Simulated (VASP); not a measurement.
Input of a VASP 6.6.1 run:

The input INCAR:

```
SYSTEM = SnO2
PREC = Accurate ; ENCUT = 520
EDIFF = 1E-6 ; ISMEAR = 0
SIGMA = 0.05 ; LREAL = .False.
LASPH = .True. ; NELM = 100
ALGO = Normal ; ISIF = 2
LWAVE = .False. ; LCHARG = .True.
GGA = CA ; LELF = .True.
LVHAR = .True. ; NBANDS = 64
```

The input KPOINTS:

```
regular mesh
0
Gamma
  6 6 6
  0 0 0
```

POSCAR

```
SnO2
1.0
    0.0000000000      4.4289551266      4.4289551266
    4.4289551266      0.0000000000      4.4289551266
    4.4289551266      4.4289551266      0.0000000000
Sn O
4 8
Direct
    0.3236924624      0.1250000000      0.4263075376
    0.6250000000      0.1250000000      0.1250000000
    0.1250000000      0.6250000000      0.1250000000
    0.1250000000      0.1250000000      0.1250000000
    0.8907311159      0.8907311159      0.8907311159
    0.8907311159      0.3278066522      0.8907311159
    0.8907311159      0.8907311159      0.3278066522
    0.3278066522      0.8907311159      0.8907311159
    0.9221933478      0.3592688841      0.3592688841
    0.3592688841      0.3592688841      0.9221933478
    0.3592688841      0.9221933478      0.3592688841
    0.3592688841      0.3592688841      0.3592688841
```

Potentials or basis: VASP PAW LDA potentials, release 64 (Sn_d, O).

The run is started by

```bash
$ cat potpaw_LDA.64/Sn_d/POTCAR potpaw_LDA.64/O/POTCAR > POTCAR
$ mpirun -np 1 vasp_std > vasp.out
```

(1) Estimate the largest force.

(2) Predict the band gap on the k mesh.

(3) Predict the pressure.

Results:

(1) 55.264 eV/Å.

(2) zero (filled and empty bands touch).

(3) 54.9 GPa.

Caveat: the cell differs from its parent crystal (atom 1 (Sn) moved by -0.880 Å along [1 0 0] and +0.880 Å along [0 0 1]); atoms lie so close that the PAW spheres overlap strongly, which falsifies energies and pressures; the stress differs along the axes, from 5 to 80 GPa; semilocal functionals underestimate gaps, and a narrow one can read as zero; spin-orbit coupling is left out, which moves the levels of the heavy elements; forces of over 1 eV/Å act on the atoms, so gaps and moduli don't describe the material at rest.
